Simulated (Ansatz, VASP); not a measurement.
# MnF2 in VASP and in Ansatz

```
Mn F
1.0
     4.87340    0.00000    0.00000
     0.00000    4.87340    0.00000
     0.00000    0.00000    3.30990
Mn F
2 4
Direct
  0.00000 0.00000 0.00000
  0.50000 0.50000 0.50000
  0.30500 0.30500 0.00000
  0.19500 0.80500 0.50000
  0.69500 0.69500 0.00000
  0.80500 0.19500 0.50000
```

Alike in both runs: task single point; functional PBEsol; k mesh 5 × 5 × 7; occupations gaussian, width 0.05 eV; collinear spin; Hubbard terms Mn d U = 6.0 eV.

|  | VASP | Ansatz |
| --- | --- | --- |
| version | VASP 6.6.1 | Ansatz 0.2.0 |
| potentials or method | VASP PAW PBE potentials, release 64 (Mn_pv, F), cutoff 520 eV | scalar-relativistic, plane waves, PAW |
| valence electrons in the cell | 54 | 58 |

```csv
,VASP,Ansatz,Ansatz less VASP
gap on the k mesh at the Fermi level (eV),3.97,4.03,+0.053
least direct gap on the mesh (eV),4.00,4.06,+0.054
pressure (GPa),0.7,2.3,+1.60
"traceless stress, the component that is largest in VASP (GPa)",-0.12,0.19,+0.315
rms of the force components (eV/Å),0.002,0.004,+0.0020
net moment per atom (μB),0.00,0.00,0.000
size of the moment on the site where the two differ most (μB),4.71,4.24,-0.477
```

VASP's potentials were made for PBE, not for PBEsol. Site moments also hang on the region over which each program counts them. The programs project onto different local orbitals, so the same U acts differently, and such runs can settle in different states. Atom by atom the forces differ by 0.002 eV/Å (rms over components). VASP's potentials hold 54 valence electrons a cell and Ansatz's 58, so a difference there can come from the potentials and not from the codes.
